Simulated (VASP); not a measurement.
Wanted: the native input for a VASP 6.6.1 run.

- Task: single point
- Functional: r2SCAN
- Potentials or basis: VASP PAW PBE potentials, release 64 (Al, Ga_d, N)
- Cutoff: 520 eV
- k mesh: 8 × 8 × 6
- Occupations: gaussian, width 0.02 eV
- Spin: no spin polarisation
- Dipole correction: no
- Further INCAR settings: ALGO = Normal; EDIFF = 1e-06; NBANDS = 21

Crystal: AlGaN2.

```
CELL_PARAMETERS angstrom
3.20130 0.00000 0.00000
0.00000 3.20130 0.00000
0.00000 0.00000 4.36929
ATOMIC_POSITIONS crystal
Al 0.50000 0.50000 0.50000
Ga 0.00000 0.00000 0.00000
N 0.50000 0.00000 0.73908
N 0.00000 0.50000 0.26092
```

This cell differs from its parent crystal: biaxial strain in the a-b plane: +2.0 %.

These files were run (other wordings do the same):

POSCAR

```
AlGaN2
1.0
    3.2012969537      0.0000000000      0.0000000000
    0.0000000000      3.2012969537      0.0000000000
    0.0000000000      0.0000000000      4.3692884588
Al Ga N
1 1 2
Direct
    0.5000000000      0.5000000000      0.5000000000
    0.0000000000      0.0000000000      0.0000000000
    0.5000000000      0.0000000000      0.7390831718
    0.0000000000      0.5000000000      0.2609168282
```

INCAR.step1

```
PREC = Accurate ; ENCUT = 520
ISMEAR = 0 ; SIGMA = 0.02
LREAL = F ; LASPH = T
NELM = 60 ; NBANDS = 21
GGA = PE ; ALGO = Normal
EDIFF = 1E-4 ; LWAVE = T
LCHARG = F
```

INCAR.step2

```
PREC = Accurate ; ENCUT = 520
EDIFF = 1E-6 ; ISMEAR = 0
SIGMA = 0.02 ; LREAL = F
LASPH = T ; NELM = 60
ALGO = Normal ; ISIF = 2
LWAVE = F ; LCHARG = T
METAGGA = R2SCAN ; LMIXTAU = T
LELF = T ; LVHAR = T
NBANDS = 21 ; ISTART = 1
```

KPOINTS

```
regular mesh
0
Gamma
  8 8 6
```

Potentials or basis: VASP PAW PBE potentials, release 64 (Al, Ga_d, N).

Launch:

```sh
$ cat potpaw_PBE.64/Al/POTCAR potpaw_PBE.64/Ga_d/POTCAR potpaw_PBE.64/N/POTCAR > POTCAR
$ cp INCAR.step1 INCAR
$ mpirun -np 1 vasp_std > vasp.out
$ cp INCAR.step2 INCAR
$ mpirun -np 1 vasp_std > vasp.out
```

Results of the run:

The pressure is -5.1 GPa. The largest force is 0.131 eV/Å. The band gap on the k mesh is 3.20 eV.

Caveat: the cell differs from its parent crystal (biaxial strain in the a-b plane: +2.0 %); the cell stands under tension; the PAW data sets were made with another functional, which shifts forces and pressure a little.

It took 2.9 min on 1 thread of Intel(R) Xeon(R) Platinum 8259CL CPU @ 2.50GHz (Skylake/Cascade Lake), on a shared host, peak memory 0.2 GiB.
